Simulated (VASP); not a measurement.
Here is a VASP 6.6.1 calculation.

File INCAR:

```
SYSTEM = LiF
PREC = Accurate
ENCUT = 520
EDIFF = 1E-6
ISMEAR = 0
SIGMA = 0.05
LREAL = .FALSE.
LASPH = .TRUE.
NELM = 100
ALGO = Normal
ISIF = 2
LWAVE = .FALSE.
LCHARG = .TRUE.
GGA = CA
LELF = .TRUE.
LVHAR = .TRUE.
NBANDS = 18
```

File KPOINTS:

```
Automatic mesh
0
G
  9 9 6
  0 0 0
```

File POSCAR:

```
LiF
1.0
    2.9533413869      0.0000000000      0.0000000000
   -1.4766706934      2.5576686671      0.0000000000
    0.0000000000      0.0000000000      4.9043187070
Li F
2 2
Direct
    0.3333333333      0.6666666667      0.3746202181
    0.6666666667      0.3333333333      0.8746202181
    0.3333333333      0.6666666667      0.9910195924
    0.6666666667      0.3333333333      0.4910195924
```

Potentials or basis: VASP PAW LDA potentials, release 64 (Li_sv, F).

Command:

```sh
$ cat potpaw_LDA.64/Li_sv/POTCAR potpaw_LDA.64/F/POTCAR > POTCAR
$ mpirun -np 1 vasp_std > vasp.out
```

What does it give for the largest force?

0.168 eV/Å.

Predict the band gap on the k mesh.

7.96 eV.

Forces in eV/Å, atoms in the order of the input:
```
Li   0.000  0.000 -0.168
Li   0.000  0.000 -0.168
F    0.000  0.000  0.168
F    0.000  0.000  0.168
```

 A k mesh can miss the band edges.
